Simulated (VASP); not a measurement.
# Lu (P6/mmm) in VASP: further runs

Lu is run at these levels: PBE; tasks: relaxation of shape and atoms at fixed volume, relaxation of cell and atoms.

Everything below comes from runs of VASP 6.6.1. Logs are shortened: lines on timing, memory, paths and dates and some standing lists are left out, and cuts for length are marked.

## 1. The cell of the first run

The structure is hexagonal, space group P6/mmm (No. 191). The conventional cell has a = 2.866 Å, b = 2.866 Å, c = 2.834 Å, α = 90.00°, β = 90.00°, γ = 120.00°. Within 3.7 Å of Lu (site symmetry 6/mmm) lie 8 Lu at 2.83 to 2.87 Å.

This isn't the form of Lu at room conditions, which is hcp.

## 2. Relaxation of shape and atoms at fixed volume, PBE

Input file INCAR:

```
PREC     = Accurate       # precision mode
ENCUT    = 600            # plane-wave cutoff, eV
EDIFF    = 1E-7           # SCF threshold, eV
ISMEAR   = -1             # smearing method
SIGMA    = 0.08           # smearing width, eV
LREAL    = F              # projectors in reciprocal space
LASPH    = T              # aspherical terms in the spheres
NELM     = 60             # most SCF steps
ALGO     = Normal         # electronic algorithm
ISIF     = 4              # what is computed and relaxed
LWAVE    = F              # write WAVECAR
LCHARG   = F              # write CHGCAR
GGA      = PE             # functional
IBRION   = 2              # ionic algorithm
NSW      = 50             # ionic steps
EDIFFG   = -0.005         # ionic threshold
```

Input file KPOINTS:

```
Automatic mesh
0
Gamma
  13 13 12
```

Input file POSCAR:

```
Lu
1.0
    2.8657625038      0.0000000000      0.0000000000
   -1.4328812519      2.4818231295      0.0000000000
    0.0000000000      0.0000000000      2.8339667997
Lu
1
Direct
    0.0000000000      0.0000000000      0.0000000000
```

Potentials or basis: VASP PAW PBE potentials, release 64 (Lu).

Launch:

```console
$ cat potpaw_PBE.64/Lu/POTCAR > POTCAR
$ mpirun -np 1 vasp_std > vasp.out
```

OUTCAR:

```text
PREC = Accurate
   ENCUT = 600
   EDIFF = 1E-7
   ISMEAR = -1
   LREAL = F
   LASPH = T
   NELM = 60
   ISIF = 4
   GGA = PE
   IBRION = 2
   NSW = 50
   EDIFFG = -0.005

 ion  position               nearest neighbor table
   1  0.000  0.000  0.000-

  LATTYP: Found a hexagonal cell.
 ALAT       =     2.8657625038
 C/A-ratio  =     0.9889049759

  Lattice vectors:

 A1 = (   2.8657625038,   0.0000000000,   0.0000000000)
 A2 = (  -1.4328812519,   2.4818231295,   0.0000000000)
 A3 = (   0.0000000000,   0.0000000000,   2.8339667997)

Analysis of symmetry for initial positions (statically):
=====================================================================
 Subroutine PRICEL returns:
 Original cell was already a primitive cell.

 Routine SETGRP: Setting up the symmetry group for a
 hexagonal supercell.

 Subroutine GETGRP returns: Found 24 space group operations
 (whereof 24 operations were pure point group operations)
 out of a pool of 24 trial point group operations.

The static configuration has the point symmetry D_6h.

Analysis of symmetry for dynamics (positions and initial velocities):
=====================================================================
 Subroutine PRICEL returns:
 Original cell was already a primitive cell.

 Routine SETGRP: Setting up the symmetry group for a
 hexagonal supercell.

 Subroutine GETGRP returns: Found 24 space group operations
 (whereof 24 operations were pure point group operations)
 out of a pool of 24 trial point group operations.

The dynamic configuration has the point symmetry D_6h.

 Subroutine INISYM returns: Found 24 space group operations
 (whereof 24 operations are pure point group operations),
 and found     1 'primitive' translations

----------------------------------------------------------------------------------------

                                     Primitive cell

  volume of cell :      20.1561

  direct lattice vectors                    reciprocal lattice vectors
     2.865762504  0.000000000  0.000000000     0.348947269  0.201464800  0.000000000
    -1.432881252  2.481823129  0.000000000     0.000000000  0.402929600  0.000000000
     0.000000000  0.000000000  2.833966800     0.000000000  0.000000000  0.352862285

  length of vectors
     2.865762504  2.865762504  2.833966800     0.402929600  0.402929600  0.352862285

  position of ions in fractional coordinates (direct lattice)
     0.000000000  0.000000000  0.000000000

  ion indices of the primitive-cell ions
   primitive index   ion index
                 1           1

----------------------------------------------------------------------------------------

 KPOINTS: Automatic mesh

Automatic generation of k-mesh.
 Grid dimensions read from file:
 generate k-points for:   13   13   12

 Generating k-lattice:

  Cartesian coordinates                     Fractional coordinates (reciprocal lattice)
     0.026842098  0.015497292  0.000000000     0.076923077  0.000000000  0.000000000
     0.000000000  0.030994585  0.000000000     0.000000000  0.076923077  0.000000000
     0.000000000  0.000000000  0.029405190     0.000000000  0.000000000  0.083333333

  Length of vectors
     0.030994585  0.030994585  0.029405190

  Shift w.r.t. Gamma in fractional coordinates (k-lattice)
     0.000000000  0.000000000  0.000000000

 Subroutine IBZKPT returns following result:
 ===========================================

 Found    147 irreducible k-points:

 Following reciprocal coordinates:
            Coordinates               Weight
  0.000000  0.000000  0.000000      1.000000
  0.076923  0.000000  0.000000      6.000000
  0.153846  0.000000  0.000000      6.000000
  0.230769  0.000000  0.000000      6.000000
  0.307692  0.000000  0.000000      6.000000
  0.384615 -0.000000  0.000000      6.000000
[... 16 lines left out ...]
  0.076923  0.000000  0.083333     12.000000
  0.153846  0.000000  0.083333     12.000000
 [... further k-points ...]
   k-points           NKPTS =    147   k-points in BZ     NKDIM =    147   number of bands    NBANDS=     16
   number of dos      NEDOS =    301   number of ions     NIONS =      1
   total plane-waves  NPLWV =  13824
   dimension x,y,z NGX =    24 NGY =   24 NGZ =   24
   dimension x,y,z NGXF=    48 NGYF=   48 NGZF=   48
   ions per type =               1
   NGX,Y,Z   is equivalent  to a cutoff of  13.92, 13.92, 14.08 a.u.
   NGXF,Y,Z  is equivalent  to a cutoff of  27.85, 27.85, 28.16 a.u.
 SYSTEM =  unknown system
   PREC   = accura    normal or accurate (medium, high low for compatibility)
   ISTART =      0    job   : 0-new  1-cont  2-samecut
   ICHARG =      2    charge: 1-file 2-atom 10-const
   ISPIN  =      1    spin polarized calculation?
   LNONCOLLINEAR =      F non collinear calculations
   LSORBIT =      F    spin-orbit coupling
   LASPH  =      T    aspherical Exc in radial PAW
   ENCUT  =  600.0 eV  44.10 Ry    6.64 a.u.   5.72  5.72  5.66*2*pi/ulx,y,z
   NELM   =     60;   NELMIN=  2; NELMDL= -5     # of ELM steps
   EDIFF  = 0.1E-06   stopping-criterion for ELM
   LREAL  =      F    real-space projection
   EDIFFG = -.5E-02   stopping-criterion for IOM
   NSW    =     50    number of steps for IOM
   IBRION =      2    ionic relax: 0-MD 1-quasi-New 2-CG
   NFREE  =      1    steps in history (QN), initial steepest desc. (CG)
   ISIF   =      4    stress and relaxation
   ISYM   =      2    0-nonsym 1-usesym 2-fastsym
   POTIM  = 0.5000    time-step for ionic-motion
   TEBEG  =    0.0;   TEEND  =   0.0 temperature during run
   PSTRESS=    0.0 pullay stress
   NELECT =      25.0000    total number of electrons
   NUPDOWN=      -1.0000    fix difference up-down
   EMIN   =  10.00;   EMAX   =-10.00  energy-range for DOS
   EFERMI =   0.00;   METHOD = LEGACY
   ISMEAR =    -1;   SIGMA  =   0.08  broadening in eV -4-tet -1-fermi 0-gaus
   EFERMI_NEDOS =   21; number of points for ismear=-14 and -15
   IALGO  =     38    algorithm
   IMIX   =      4    mixing-type and parameters
     AMIX     =   0.40;   BMIX     =  1.00
     AMIX_MAG =   1.60;   BMIX_MAG =  1.00
  volume/ion in A,a.u.               =      20.16       136.02
  Fermi-wavevector in a.u.,A,eV,Ry     =   1.758948  3.323929 42.095021  3.093897
  Thomas-Fermi vector in A             =   2.828006
   LORBIT       =      0    0 simple, 1 ext, 2 COOP (PROOUT), +10 PAW based schemes
   GGA     = PE    functional components
   LHFCALC =     F    Hartree Fock is set to
   AEXX    =    0.0000 exact exchange contribution
   IVDW    =     0    specifies the selected vdW correction
   LEPSILON=     F    determine dielectric tensor
   LRPA    =     F    only Hartree local field effects (RPA)
 conjugate gradient relaxation of ions
 non-spin polarized calculation
  energy-cutoff  :      600.00
  volume of cell :       20.16
 maximum number of plane-waves:       686
 NGX is ok and might be reduce to    24
   NGX = 11   NGY = 11   NGZ = 11

--------------------------------------- Ionic step        1  -------------------------------------------

 number of electron      24.9999996 magnetization

 Free energy of the ion-electron system (eV)
  ---------------------------------------------------
  ext. energy  EPLUGINS =         0.00000000
  ---------------------------------------------------
  free energy    TOTEN  =        -3.25954021 eV

  energy without entropy =       -3.22265126  energy(sigma->0) =       -3.24109574

------------------------ aborting loop because EDIFF is reached ----------------------------------------

  FORCE on cell =-STRESS in cart. coord.  units (eV):
  Direction    XX          YY          ZZ          XY          YZ          ZX
  --------------------------------------------------------------------------------------
  -------------------------------------------------------------------------------------
  Total        4.3604000      4.3604000      3.3108428      0.0000000     -0.0000000      0.0000000
  in kB      346.6020576    346.6020576    263.1742275      0.0000000     -0.0000000      0.0000000
  external PRESSURE =     318.7927809 kB  Pullay stress =       0.0000000 kB

 VOLUME and BASIS-vectors are now :
 -----------------------------------------------------------------------------
  energy-cutoff  :      600.00
  volume of cell :       20.16
      direct lattice vectors                 reciprocal lattice vectors
     2.865762504  0.000000000  0.000000000     0.348947269  0.201464800  0.000000000
    -1.432881252  2.481823129  0.000000000     0.000000000  0.402929600  0.000000000
     0.000000000  0.000000000  2.833966800     0.000000000  0.000000000  0.352862285
[... 36 lines left out ...]
 POSITION                                       TOTAL-FORCE (eV/Angst)
 -----------------------------------------------------------------------------------
      0.00000      0.00000      0.00000         0.000000     -0.000000      0.000000
 -----------------------------------------------------------------------------------
    total drift:                                0.000000      0.000000      0.000000

  FREE ENERGIE OF THE ION-ELECTRON SYSTEM (eV)
  ---------------------------------------------------
  free  energy   TOTEN  =        -3.2689040325 eV

  energy  without entropy=       -3.2287620996  energy(sigma->0) =       -3.24883307

--------------------------------------- Ionic step        3  -------------------------------------------

 number of electron      25.0000011 magnetization

 Free energy of the ion-electron system (eV)
  ---------------------------------------------------
  ext. energy  EPLUGINS =         0.00000000
  ---------------------------------------------------
  free energy    TOTEN  =        -3.27151959 eV

  energy without entropy =       -3.23159988  energy(sigma->0) =       -3.25155974

 E-fermi :   3.6685     XC(G=0): -12.5622

 val. band max:        3.6675334432   @ k =   0.3077   0.3077   0.0833
 cond. band min:       3.6693019370   @ k =   0.3846   0.1538   0.4167
 fundamental gap:      0.0017684938
 Fermi energy:         3.6684629628

 k-point     1 :       0.0000    0.0000    0.0000
  band No.  band energies     occupation
      1     -52.1476      2.00000
      2     -22.0534      2.00000
      3     -21.9444      2.00000
      4     -21.9444      2.00000
      5      -2.8966      2.00000
      6      -1.1543      2.00000
[... 8 lines left out ...]
     15       6.4480      0.00000
     16      13.3740      0.00000
[... 419 lines left out ...]
 k-point    24 :       0.1538    0.0000    0.0833
  band No.  band energies     occupation
      1     -52.0976      2.00000
      2     -22.3815      2.00000
      3     -22.1436      2.00000
      4     -22.0279      2.00000
      5      -1.7203      2.00000
      6      -1.1158      2.00000
[... 8 lines left out ...]
     15       7.5375      0.00000
     16      11.0222      0.00000

 [... further k-points ...]

------------------------ aborting loop because EDIFF is reached ----------------------------------------

  FORCE on cell =-STRESS in cart. coord.  units (eV):
  Direction    XX          YY          ZZ          XY          YZ          ZX
  --------------------------------------------------------------------------------------
  -------------------------------------------------------------------------------------
  Total        3.9824211      3.9824211      3.9857801      0.0000000      0.0000000     -0.0000000
  in kB      316.5570399    316.5570399    316.8240432      0.0000000      0.0000000     -0.0000000
  external PRESSURE =     316.6460410 kB  Pullay stress =       0.0000000 kB

 VOLUME and BASIS-vectors are now :
 -----------------------------------------------------------------------------
  energy-cutoff  :      600.00
  volume of cell :       20.16
      direct lattice vectors                 reciprocal lattice vectors
     2.899012622  0.000000000  0.000000000     0.344945031  0.199154107 -0.000000000
    -1.449506311  2.510618577 -0.000000000    -0.000000000  0.398308213  0.000000000
     0.000000000 -0.000000000  2.769331448    -0.000000000  0.000000000  0.361097983

 POSITION                                       TOTAL-FORCE (eV/Angst)
 -----------------------------------------------------------------------------------
      0.00000      0.00000      0.00000         0.000000     -0.000000      0.000000
 -----------------------------------------------------------------------------------
    total drift:                                0.000000      0.000000      0.000000

  FREE ENERGIE OF THE ION-ELECTRON SYSTEM (eV)
  ---------------------------------------------------
  free  energy   TOTEN  =        -3.2715195921 eV

  energy  without entropy=       -3.2315998795  energy(sigma->0) =       -3.25155974

 reached required accuracy - stopping structural energy minimisation
```

Run time: 86 s. Hardware: 1 thread of Intel Xeon Platinum 8259CL at 2.50GHz (Skylake/Cascade Lake), shared host; peak memory 0.19 GiB.

Results:

```yaml
Free_energy: -3.2715 eV
Energy_gained_by_relaxing: 12.0 meV/atom
Ionic_steps: 3
Pressure_after_relaxing: 31.7 GPa
Band_gap_on_the_k_mesh: zero (an odd number of electrons rules out a gap without spin polarisation)
```

The path:
```csv
step,energy change (eV),largest force (eV/Å),pressure (GPa),volume (Å³)
1,0.0000,0.0000,31.88,20.16
2,-0.0094,0.0000,31.67,20.16
3,-0.0120,0.0000,31.66,20.16
```

Final structure:
```
Lu
1.0
     2.89901    0.00000    0.00000
    -1.44951    2.51062    0.00000
     0.00000    0.00000    2.76933
Lu
1
Direct
  0.00000 0.00000 0.00000
```

Levels at points of the mesh, in eV from the Fermi level:
```
           k point  band 11  band 12  band 13  band 14  band 15  band 16
(0.00, 0.00, 0.00)    -4.58    -4.43    -0.99     2.78     2.78     9.71
(0.00, 0.00, 0.50)    -4.43    -2.72     0.74     3.89     3.89     5.29
```

Caveat: spin-orbit coupling is left out, which moves the levels of the heavy elements.

## 3. Relaxation of shape and atoms at fixed volume, PBE

This run uses another cell than the first one, of 23.26 Å³/atom.

INCAR is that of step 2.

KPOINTS is that of step 2.

Input file POSCAR:

```
Lu
1.0
    3.0057729025      0.0000000000      0.0000000000
   -1.5028864512      2.6030756915      0.0000000000
    0.0000000000      0.0000000000      2.9724237797
Lu
1
Direct
    0.0000000000      0.0000000000      0.0000000000
```

Potentials or basis: VASP PAW PBE potentials, release 64 (Lu).

Launch:

```console
$ cat potpaw_PBE.64/Lu/POTCAR > POTCAR
$ mpirun -np 1 vasp_std > vasp.out
```

OUTCAR:

```text
PREC = Accurate
   ENCUT = 600
   EDIFF = 1E-7
   ISMEAR = -1
   LREAL = F
   LASPH = T
   NELM = 60
   ISIF = 4
   GGA = PE
   IBRION = 2
   NSW = 50
   EDIFFG = -0.005

 ion  position               nearest neighbor table
   1  0.000  0.000  0.000-

  LATTYP: Found a hexagonal cell.
 ALAT       =     3.0057729025
 C/A-ratio  =     0.9889049759

  Lattice vectors:

 A1 = (   3.0057729025,   0.0000000000,   0.0000000000)
 A2 = (  -1.5028864512,   2.6030756915,   0.0000000000)
 A3 = (   0.0000000000,   0.0000000000,   2.9724237797)

Analysis of symmetry for initial positions (statically):
=====================================================================
 Subroutine PRICEL returns:
 Original cell was already a primitive cell.

 Routine SETGRP: Setting up the symmetry group for a
 hexagonal supercell.

 Subroutine GETGRP returns: Found 24 space group operations
 (whereof 24 operations were pure point group operations)
 out of a pool of 24 trial point group operations.

The static configuration has the point symmetry D_6h.

Analysis of symmetry for dynamics (positions and initial velocities):
[... 164 lines left out ...]
  -------------------------------------------------------------------------------------
  Total        2.7130106      2.7130106      1.9387597      0.0000000      0.0000000     -0.0000000
  in kB      186.8996059    186.8996059    133.5613766      0.0000000      0.0000000     -0.0000000
  external PRESSURE =     169.1201961 kB  Pullay stress =       0.0000000 kB
[... 57 lines left out ...]
--------------------------------------- Ionic step        3  -------------------------------------------

 number of electron      25.0000010 magnetization

 Free energy of the ion-electron system (eV)
  ---------------------------------------------------
  ext. energy  EPLUGINS =         0.00000000
  ---------------------------------------------------
  free energy    TOTEN  =        -3.72635048 eV

  energy without entropy =       -3.68380269  energy(sigma->0) =       -3.70507659

 E-fermi :   3.0300     XC(G=0): -11.7709

 val. band max:        3.0280722767   @ k =   0.2308   0.1538   0.0000
 cond. band min:       3.0321453593   @ k =   0.0769   0.0769   0.4167
 fundamental gap:      0.0040730826
 Fermi energy:         3.0299919125

 k-point     1 :       0.0000    0.0000    0.0000
  band No.  band energies     occupation
      1     -52.8980      2.00000
      2     -23.1046      2.00000
      3     -22.9681      2.00000
      4     -22.9681      2.00000
      5      -3.3102      2.00000
      6      -1.8260      2.00000
[... 433 lines left out ...]
      3     -23.1603      2.00000
      4     -23.0251      2.00000
      5      -2.3092      2.00000
      6      -1.7958      2.00000
[... 8 lines left out ...]
     15       6.6181      0.00000
     16       9.5280      0.00000

 [... further k-points ...]

------------------------ aborting loop because EDIFF is reached ----------------------------------------

  FORCE on cell =-STRESS in cart. coord.  units (eV):
  Direction    XX          YY          ZZ          XY          YZ          ZX
  --------------------------------------------------------------------------------------
  -------------------------------------------------------------------------------------
  Total        2.4160129      2.4160129      2.4186424      0.0000000      0.0000000     -0.0000000
  in kB      166.4393973    166.4393973    166.6205500      0.0000000      0.0000000     -0.0000000
  external PRESSURE =     166.4997815 kB  Pullay stress =       0.0000000 kB
[... 16 lines left out ...]
  FREE ENERGIE OF THE ION-ELECTRON SYSTEM (eV)
  ---------------------------------------------------
  free  energy   TOTEN  =        -3.7263504794 eV

  energy  without entropy=       -3.6838026940  energy(sigma->0) =       -3.70507659

 reached required accuracy - stopping structural energy minimisation
```

CONTCAR:

```text
Lu
   1.00000000000000
     3.0346108056340184    0.0000000000057677   -0.0000000000000000
    -1.5173054027615345    2.6280500481879985    0.0000000000000000
     0.0000000000000000    0.0000000000000000    2.9161983305640482
  Lu
     1
Direct
     0.0000000000000000    0.0000000000000000    0.0000000000000000

  0.00000000E+00  0.00000000E+00  0.00000000E+00
```

Run time: 86 s. Hardware: 1 thread of Intel Xeon Platinum 8259CL at 2.50GHz (Skylake/Cascade Lake), shared host; peak memory 0.2 GiB.

What came out:

| Quantity | Value |
| --- | --- |
| Free energy | -3.7264 eV |
| Energy gained by relaxing | 7.4 meV/atom |
| Ionic steps | 3 |
| Pressure after relaxing | 16.6 GPa |
| Band gap on the k mesh | zero (an odd number of electrons rules out a gap without spin polarisation) |

Step by step:
```
step  energy change (eV)  largest force (eV/Å)  pressure (GPa)  volume (Å³)
   1              0.0000                0.0000           16.91        23.26
   2             -0.0067                0.0000           16.58        23.26
   3             -0.0074                0.0000           16.65        23.26
```

Final structure:
```
CELL_PARAMETERS angstrom
3.03461 0.00000 0.00000
-1.51731 2.62805 0.00000
0.00000 0.00000 2.91620
ATOMIC_POSITIONS crystal
Lu 0.00000 0.00000 0.00000
```

Caveat: spin-orbit coupling is left out, which moves the levels of the heavy elements.

(Part 1 of 2 ends here.)

The gap in the log of VASP goes by the Fermi energy; the results here count the filled bands.